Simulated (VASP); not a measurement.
# Si (P3m1) in VASP: notebook

Runs on Si. Level: PBE. Tasks: single point.

Everything below comes from runs of VASP 6.6.1. Logs are shortened: lines on timing, memory, paths and dates and some standing lists are left out, and cuts for length are marked.

### Step 1. The cell of the first run

It takes space group P3m1 (No. 156, trigonal). The conventional cell has a = 3.831 Å, b = 3.831 Å, c = 6.333 Å, α = 90.00°, β = 90.00°, γ = 120.00°. Si (site symmetry 3m) has 4 Si at 2.22 to 2.97 Å within 3.0 Å. Si (site symmetry 3m) has 4 Si at 2.35 to 2.37 Å within 3.1 Å. Within 3.1 Å of Si (site symmetry 3m) lie 4 Si at 2.35 to 2.97 Å. Within 2.9 Å of Si (site symmetry 3m) lie 4 Si at 2.22 to 2.37 Å.

### Step 2. Single point, PBE (atom 1 (Si) moved by (+0.000, -0.600) A along y and z)

File INCAR:

```
SYSTEM = Si
  ALGO = Normal
  EDIFF = 1E-6
  ENCUT = 520
  GGA = PE
  ISIF = 2
  ISMEAR = 0
  LASPH = .TRUE.
  LCHARG = .FALSE.
  LREAL = .FALSE.
  LWAVE = .FALSE.
  NBANDS = 16
  NELM = 60
  PREC = Accurate
  SIGMA = 0.05
```

File KPOINTS:

```
k-points
0
G
  12 12 6
  0 0 0
```

File POSCAR:

```
Si
1.0
    3.8313174605      0.0000000000      0.0000000000
   -1.9156587303      3.3180182508      0.0000000000
    0.0000000000      0.0000000000      6.3326220002
Si
4
Direct
    0.3333333333      0.6666666667     -0.0317379837
    0.6666666667      0.3333333333      0.5630095000
    0.3333333333      0.6666666667      0.4369905000
    0.6666666667      0.3333333333      0.9369905000
```

Potentials or basis: VASP PAW PBE potentials, release 64 (Si).

Run with:

```bash
$ cat potpaw_PBE.64/Si/POTCAR > POTCAR
$ mpirun -np 1 vasp_std > vasp.out
```

OUTCAR:

```text
SYSTEM = Si
   EDIFF = 1E-6
   ENCUT = 520
   GGA = PE
   ISIF = 2
   ISMEAR = 0
   LASPH = .TRUE.
   LREAL = .FALSE.
   NELM = 60
   PREC = Accurate

 ion  position               nearest neighbor table
   1  0.333  0.667  0.968-   4 2.22   4 2.22   4 2.22   3 2.97
   2  0.667  0.333  0.563-   3 2.35   3 2.35   3 2.35   4 2.37
   3  0.333  0.667  0.437-   2 2.35   2 2.35   2 2.35   1 2.97
   4  0.667  0.333  0.937-   1 2.22   1 2.22   1 2.22   2 2.37

  LATTYP: Found a hexagonal cell.
 ALAT       =     3.8313174605
 C/A-ratio  =     1.6528575524

  Lattice vectors:

 A1 = (   3.8313174605,   0.0000000000,   0.0000000000)
 A2 = (  -1.9156587303,   3.3180182508,   0.0000000000)
 A3 = (   0.0000000000,   0.0000000000,   6.3326220002)

Analysis of symmetry for initial positions (statically):
=====================================================================
 Subroutine PRICEL returns:
 Original cell was already a primitive cell.

 Routine SETGRP: Setting up the symmetry group for a
 hexagonal supercell.

 Subroutine GETGRP returns: Found  6 space group operations
 (whereof  6 operations were pure point group operations)
 out of a pool of 24 trial point group operations.

The static configuration has the point symmetry C_3v.

Analysis of symmetry for dynamics (positions and initial velocities):
=====================================================================
 Subroutine PRICEL returns:
 Original cell was already a primitive cell.

 Routine SETGRP: Setting up the symmetry group for a
 hexagonal supercell.

 Subroutine GETGRP returns: Found  6 space group operations
 (whereof  6 operations were pure point group operations)
 out of a pool of 24 trial point group operations.

The dynamic configuration has the point symmetry C_3v.

 Subroutine INISYM returns: Found  6 space group operations
 (whereof  6 operations are pure point group operations),
 and found     1 'primitive' translations

----------------------------------------------------------------------------------------

                                     Primitive cell

  volume of cell :      80.5027

  direct lattice vectors                    reciprocal lattice vectors
     3.831317461  0.000000000  0.000000000     0.261006823  0.150692360  0.000000000
    -1.915658730  3.318018251  0.000000000     0.000000000  0.301384720  0.000000000
     0.000000000  0.000000000  6.332622000     0.000000000  0.000000000  0.157912473

  length of vectors
     3.831317461  3.831317461  6.332622000     0.301384720  0.301384720  0.157912473

  position of ions in fractional coordinates (direct lattice)
     0.333333333  0.666666667  0.968262016
     0.666666667  0.333333333  0.563009500
     0.333333333  0.666666667  0.436990500
     0.666666667  0.333333333  0.936990500

  ion indices of the primitive-cell ions
   primitive index   ion index
                 1           1
                 2           2
                 3           3
                 4           4

----------------------------------------------------------------------------------------

 KPOINTS: k-points

Automatic generation of k-mesh.
 Grid dimensions read from file:
 generate k-points for:   12   12    6

 Generating k-lattice:

  Cartesian coordinates                     Fractional coordinates (reciprocal lattice)
     0.021750569  0.012557697  0.000000000     0.083333333  0.000000000  0.000000000
     0.000000000  0.025115393  0.000000000     0.000000000  0.083333333  0.000000000
     0.000000000  0.000000000  0.026318745     0.000000000  0.000000000  0.166666667

  Length of vectors
     0.025115393  0.025115393  0.026318745

  Shift w.r.t. Gamma in fractional coordinates (k-lattice)
     0.000000000  0.000000000  0.000000000

 Subroutine IBZKPT returns following result:
 ===========================================

 Found    100 irreducible k-points:

 Following reciprocal coordinates:
            Coordinates               Weight
  0.000000  0.000000  0.000000      1.000000
  0.083333  0.000000  0.000000      6.000000
  0.166667  0.000000  0.000000      6.000000
  0.250000  0.000000  0.000000      6.000000
  0.333333  0.000000  0.000000      6.000000
  0.416667  0.000000  0.000000      6.000000
[... 16 lines left out ...]
  0.166667  0.000000  0.166667      6.000000
  0.000000  0.166667  0.166667      6.000000
 [... further k-points ...]
   k-points           NKPTS =    100   k-points in BZ     NKDIM =    100   number of bands    NBANDS=     16
   number of dos      NEDOS =    301   number of ions     NIONS =      4
   total plane-waves  NPLWV =  37632
   dimension x,y,z NGX =    28 NGY =   28 NGZ =   48
   dimension x,y,z NGXF=    56 NGYF=   56 NGZF=   96
   ions per type =               4
   NGX,Y,Z   is equivalent  to a cutoff of  12.15, 12.15, 12.60 a.u.
   NGXF,Y,Z  is equivalent  to a cutoff of  24.30, 24.30, 25.20 a.u.
 SYSTEM =  Si
   PREC   = accura    normal or accurate (medium, high low for compatibility)
   ISTART =      0    job   : 0-new  1-cont  2-samecut
   ICHARG =      2    charge: 1-file 2-atom 10-const
   ISPIN  =      1    spin polarized calculation?
   LNONCOLLINEAR =      F non collinear calculations
   LSORBIT =      F    spin-orbit coupling
   LASPH  =      T    aspherical Exc in radial PAW
   ENCUT  =  520.0 eV  38.22 Ry    6.18 a.u.   7.12  7.12 11.77*2*pi/ulx,y,z
   NELM   =     60;   NELMIN=  2; NELMDL= -5     # of ELM steps
   EDIFF  = 0.1E-05   stopping-criterion for ELM
   LREAL  =      F    real-space projection
   EDIFFG = 0.1E-04   stopping-criterion for IOM
   NSW    =      0    number of steps for IOM
   IBRION =     -1    ionic relax: 0-MD 1-quasi-New 2-CG
   NFREE  =      0    steps in history (QN), initial steepest desc. (CG)
   ISIF   =      2    stress and relaxation
   ISYM   =      2    0-nonsym 1-usesym 2-fastsym
   POTIM  = 0.5000    time-step for ionic-motion
   TEBEG  =    0.0;   TEEND  =   0.0 temperature during run
   PSTRESS=    0.0 pullay stress
   NELECT =      16.0000    total number of electrons
   NUPDOWN=      -1.0000    fix difference up-down
   EMIN   =  10.00;   EMAX   =-10.00  energy-range for DOS
   EFERMI =   0.00;   METHOD = LEGACY
   ISMEAR =     0;   SIGMA  =   0.05  broadening in eV -4-tet -1-fermi 0-gaus
   EFERMI_NEDOS =   21; number of points for ismear=-14 and -15
   IALGO  =     38    algorithm
   IMIX   =      4    mixing-type and parameters
     AMIX     =   0.40;   BMIX     =  1.00
     AMIX_MAG =   1.60;   BMIX_MAG =  1.00
  volume/ion in A,a.u.               =      20.13       135.81
  Fermi-wavevector in a.u.,A,eV,Ry     =   0.955384  1.805414 12.418837  0.912759
  Thomas-Fermi vector in A             =   2.084217
   LORBIT       =      0    0 simple, 1 ext, 2 COOP (PROOUT), +10 PAW based schemes
   GGA     = PE    functional components
   LHFCALC =     F    Hartree Fock is set to
   AEXX    =    0.0000 exact exchange contribution
   IVDW    =     0    specifies the selected vdW correction
   LEPSILON=     F    determine dielectric tensor
   LRPA    =     F    only Hartree local field effects (RPA)
 non-spin polarized calculation
 Gauss-broadening in eV      SIGMA  =   0.05
  energy-cutoff  :      520.00
  volume of cell :       80.50
 maximum number of plane-waves:      2208
   NGX = 15   NGY = 15   NGZ = 23

 number of electron      15.9999999 magnetization

 Free energy of the ion-electron system (eV)
  ---------------------------------------------------
  ext. energy  EPLUGINS =         0.00000000
  ---------------------------------------------------
  free energy    TOTEN  =       -20.28104281 eV

  energy without entropy =      -20.28031333  energy(sigma->0) =      -20.28067807

 E-fermi :   6.0058     XC(G=0):  -9.3946

 val. band max:        6.0035215480   @ k =   0.5000   0.0000   0.3333
 cond. band min:       6.0449189882   @ k =   0.5000   0.0000   0.5000
 fundamental gap:      0.0413974401
 Fermi energy:         6.0058385947

 k-point     1 :       0.0000    0.0000    0.0000
  band No.  band energies     occupation
      1      -6.6116      2.00000
      2      -4.1120      2.00000
      3      -0.3465      2.00000
      4       3.6765      2.00000
      5       3.6765      2.00000
      6       5.7806      2.00000
[... 8 lines left out ...]
     15       9.8693      0.00000
     16      12.2404      0.00000

 k-point     2 :       0.0833    0.0000    0.0000
  band No.  band energies     occupation
      1      -6.5295      2.00000
      2      -4.0297      2.00000
      3      -0.2897      2.00000
      4       2.9886      2.00000
      5       3.5250      2.00000
      6       5.1355      2.00000
[... 8 lines left out ...]
     15      10.1900      0.00000
     16      11.4030      0.00000

 k-point     3 :       0.1667    0.0000    0.0000
  band No.  band energies     occupation
      1      -6.2852      2.00000
      2      -3.7846      2.00000
      3      -0.1594      2.00000
      4       1.8001      2.00000
      5       3.1794      2.00000
      6       3.9468      2.00000
[... 8 lines left out ...]
     15      10.7106      0.00000
     16      11.6196      0.00000

 k-point     4 :       0.2500    0.0000    0.0000
  band No.  band energies     occupation
      1      -5.8859      2.00000
      2      -3.3835      2.00000
      3      -0.2901      2.00000
      4       0.9540      2.00000
      5       2.6786      2.00000
      6       2.8061      2.00000
[... 8 lines left out ...]
     15      11.0654      0.00000
     16      12.5709      0.00000
[... 324 lines left out ...]
 k-point    22 :       0.0000    0.0833    0.1667
  band No.  band energies     occupation
      1      -6.4793      2.00000
      2      -4.2160      2.00000
      3       0.0874      2.00000
      4       3.0228      2.00000
      5       3.5509      2.00000
      6       4.9872      2.00000
[... 8 lines left out ...]
     15      10.3191      0.00000
     16      11.9001      0.00000

 k-point    23 :       0.1667    0.0000    0.1667
  band No.  band energies     occupation
      1      -6.2352      2.00000
      2      -3.9715      2.00000
      3       0.1954      2.00000
      4       1.8567      2.00000
      5       3.2075      2.00000
      6       3.7977      2.00000
[... 8 lines left out ...]
     15      11.0490      0.00000
     16      11.7864      0.00000

 k-point    24 :       0.0000    0.1667    0.1667
  band No.  band energies     occupation
      1      -6.2352      2.00000
      2      -3.9715      2.00000
      3       0.1948      2.00000
      4       1.8608      2.00000
      5       3.2071      2.00000
      6       3.7879      2.00000
[... 8 lines left out ...]
     15      11.3298      0.00000
     16      11.6489      0.00000

 [... further k-points ...]

------------------------ aborting loop because EDIFF is reached ----------------------------------------

  FORCE on cell =-STRESS in cart. coord.  units (eV):
  Direction    XX          YY          ZZ          XY          YZ          ZX
  --------------------------------------------------------------------------------------
  -------------------------------------------------------------------------------------
  Total        3.7757412      3.7757412     -0.6883820     -0.0000000     -0.0000000      0.0000000
  in kB       75.1453870     75.1453870    -13.7002859     -0.0000000     -0.0000000      0.0000000
  external PRESSURE =      45.5301627 kB  Pullay stress =       0.0000000 kB

 VOLUME and BASIS-vectors are now :
 -----------------------------------------------------------------------------
  energy-cutoff  :      520.00
  volume of cell :       80.50
      direct lattice vectors                 reciprocal lattice vectors
     3.831317461  0.000000000  0.000000000     0.261006823  0.150692360  0.000000000
    -1.915658730  3.318018251  0.000000000     0.000000000  0.301384720  0.000000000
     0.000000000  0.000000000  6.332622000     0.000000000  0.000000000  0.157912473

 POSITION                                       TOTAL-FORCE (eV/Angst)
 -----------------------------------------------------------------------------------
     -0.00000      2.21201      6.13164         0.000000      0.000000      2.780035
      1.91566      1.10601      3.56533        -0.000000      0.000000     -0.938543
     -0.00000      2.21201      2.76730        -0.000000     -0.000000     -1.163969
      1.91566      1.10601      5.93361        -0.000000      0.000000     -0.677523
 -----------------------------------------------------------------------------------
    total drift:                               -0.000000      0.000000      0.000038

  FREE ENERGIE OF THE ION-ELECTRON SYSTEM (eV)
  ---------------------------------------------------
  free  energy   TOTEN  =       -20.2810428089 eV

  energy  without entropy=      -20.2803133288  energy(sigma->0) =      -20.28067807
```

Wall time 81 s (1 thread of Intel Xeon 8259CL, shared host); peak memory 0.23 GiB.

Results:

| Item | Value |
| --- | --- |
| Free energy | -20.2810 eV |
| Pressure | 4.6 GPa |
| Largest force | 2.780 eV/Å |
| Band gap on the k mesh | zero (bands 8 and 9 overlap by 0.79 eV) |

Forces on the atoms (eV/Å):
```
Si   0.000  0.000  2.780
Si   0.000  0.000 -0.939
Si   0.000  0.000 -1.164
Si   0.000  0.000 -0.678
```

Caveat: the cell differs from its parent crystal (atom 1 (Si) moved by (+0.000, -0.600) A along y and z); the stress differs along the axes, from -1 to 8 GPa; semilocal functionals underestimate gaps, and a narrow one can read as zero; forces of over 1 eV/Å act on the atoms, so gaps and moduli don't describe the material at rest.

### Step 3. Single point, PBE (atom 1 (Si) moved by (+0.000, +0.600) A along y and z)

File INCAR:

```
ALGO = Normal
EDIFF = 1E-7
ENCUT = 520
GGA = PE
ISIF = 2
ISMEAR = 0
LASPH = T
LCHARG = T
LELF = T
LREAL = F
LVHAR = T
LWAVE = F
NBANDS = 16
NELM = 80
PREC = Accurate
SIGMA = 0.05
```

File KPOINTS:

```
k-points
0
Gamma
  12 12 6
```

Edit POSCAR of step 2 so:

```diff
@@ -8,3 +8,3 @@
 Direct
-    0.3333333333      0.6666666667     -0.0317379837
+    0.3333333333      0.6666666667      0.1577569837
     0.6666666667      0.3333333333      0.5630095000
```

Potentials or basis: VASP PAW PBE potentials, release 64 (Si).

Run with:

```bash
$ cat potpaw_PBE.64/Si/POTCAR > POTCAR
$ mpirun -np 1 vasp_std > vasp.out
```

OUTCAR:

```text
EDIFF = 1E-7
   ENCUT = 520
   GGA = PE
   ISIF = 2
   ISMEAR = 0
   LASPH = T
   LREAL = F
   NELM = 80
   PREC = Accurate

 ion  position               nearest neighbor table
   1  0.333  0.667  0.158-   3 1.77   4 2.62   4 2.62   4 2.62
   2  0.667  0.333  0.563-   3 2.35   3 2.35   3 2.35   4 2.37
   3  0.333  0.667  0.437-   1 1.77   2 2.35   2 2.35   2 2.35
   4  0.667  0.333  0.937-   2 2.37   1 2.62   1 2.62   1 2.62

[... 654 lines left out ...]

  FORCE on cell =-STRESS in cart. coord.  units (eV):
  Direction    XX          YY          ZZ          XY          YZ          ZX
  --------------------------------------------------------------------------------------
  -------------------------------------------------------------------------------------
  Total       -1.5339146     -1.5339146     25.8708234      0.0000000      0.0000000     -0.0000000
  in kB      -30.5282064    -30.5282064    514.8851421      0.0000000      0.0000000     -0.0000000
  external PRESSURE =     151.2762431 kB  Pullay stress =       0.0000000 kB

 VOLUME and BASIS-vectors are now :
 -----------------------------------------------------------------------------
  energy-cutoff  :      520.00
  volume of cell :       80.50
      direct lattice vectors                 reciprocal lattice vectors
     3.831317461  0.000000000  0.000000000     0.261006823  0.150692360  0.000000000
    -1.915658730  3.318018251  0.000000000     0.000000000  0.301384720  0.000000000
     0.000000000  0.000000000  6.332622000     0.000000000  0.000000000  0.157912473

 POSITION                                       TOTAL-FORCE (eV/Angst)
 -----------------------------------------------------------------------------------
     -0.00000      2.21201      0.99902         0.000000      0.000000    -19.547274
      1.91566      1.10601      3.56533         0.000000     -0.000000      0.908155
     -0.00000      2.21201      2.76730         0.000000      0.000000     15.947237
      1.91566      1.10601      5.93361        -0.000000      0.000000      2.691882
 -----------------------------------------------------------------------------------
    total drift:                                0.000000     -0.000000      0.000028

  FREE ENERGIE OF THE ION-ELECTRON SYSTEM (eV)
  ---------------------------------------------------
  free  energy   TOTEN  =       -17.1595688466 eV

  energy  without entropy=      -17.1569316300  energy(sigma->0) =      -17.15825024
```

OSZICAR:

```text
N       E                     dE             d eps       ncg     rms          rms(c)
DAV:   1     0.321535265463E+02    0.32154E+02   -0.59904E+03  3200   0.818E+02
DAV:   2    -0.160127403797E+02   -0.48166E+02   -0.44190E+02  4304   0.124E+02
DAV:   3    -0.180409618238E+02   -0.20282E+01   -0.20114E+01  4408   0.242E+01
DAV:   4    -0.180675892871E+02   -0.26627E-01   -0.26607E-01  4032   0.354E+00
DAV:   5    -0.180681191204E+02   -0.52983E-03   -0.52981E-03  4576   0.469E-01    0.794E+00
DAV:   6    -0.172727477123E+02    0.79537E+00   -0.78053E-01  3696   0.629E+00    0.465E+00
DAV:   7    -0.171732974075E+02    0.99450E-01   -0.61561E-01  3968   0.366E+00    0.242E+00
DAV:   8    -0.171594094036E+02    0.13888E-01   -0.50679E-02  4320   0.120E+00    0.480E-01
DAV:   9    -0.171593256309E+02    0.83773E-04   -0.40737E-03  4088   0.371E-01    0.160E-01
DAV:  10    -0.171595149188E+02   -0.18929E-03   -0.11162E-03  4240   0.187E-01    0.658E-02
DAV:  11    -0.171595551633E+02   -0.40244E-04   -0.17116E-04  4352   0.819E-02    0.373E-02
DAV:  12    -0.171595638553E+02   -0.86920E-05   -0.11596E-05  4392   0.184E-02    0.190E-02
DAV:  13    -0.171595685623E+02   -0.47070E-05   -0.94103E-06  3896   0.169E-02    0.509E-03
DAV:  14    -0.171595688188E+02   -0.25655E-06   -0.65101E-07  4536   0.450E-03    0.160E-03
DAV:  15    -0.171595688466E+02   -0.27773E-07   -0.18831E-07  3600   0.245E-03
   1 F= -.17159569E+02 E0= -.17158250E+02  d E =-.263722E-02
```

stdout:

```text
POSCAR found type information on POSCAR Si
 POSCAR found :  1 types and       4 ions
 scaLAPACK will be used
 LDA part: xc-table for (Slater+PW92), standard interpolation
 POSCAR, INCAR and KPOINTS ok, starting setup
 FFT: planning ... GRIDC
 FFT: planning ... GRID_SOFT
 FFT: planning ... GRID
 WAVECAR not read
 entering main loop
```

Run time: 1.9 min. Hardware: 1 thread of Intel Xeon 8259CL, shared host; peak memory 0.23 GiB.

What came out:

| Property | Result |
| --- | --- |
| Free energy | -17.1596 eV |
| Pressure | 15.1 GPa |
| Largest force | 19.547 eV/Å |
| Band gap on the k mesh | zero (bands 8 and 9 overlap by 1.30 eV) |

Forces on the atoms (eV/Å):
```
Si    0.000   0.000 -19.547
Si    0.000   0.000   0.908
Si    0.000   0.000  15.947
Si    0.000   0.000   2.692
```

Caveat: the cell differs from its parent crystal (atom 1 (Si) moved by (+0.000, +0.600) A along y and z); the stress differs along the axes, from -3 to 51 GPa; forces of over 1 eV/Å act on the atoms, so gaps and moduli don't describe the material at rest.

(Part 1 of 2 ends here.)

The gap in the log of VASP goes by the Fermi energy; the results here count the filled bands.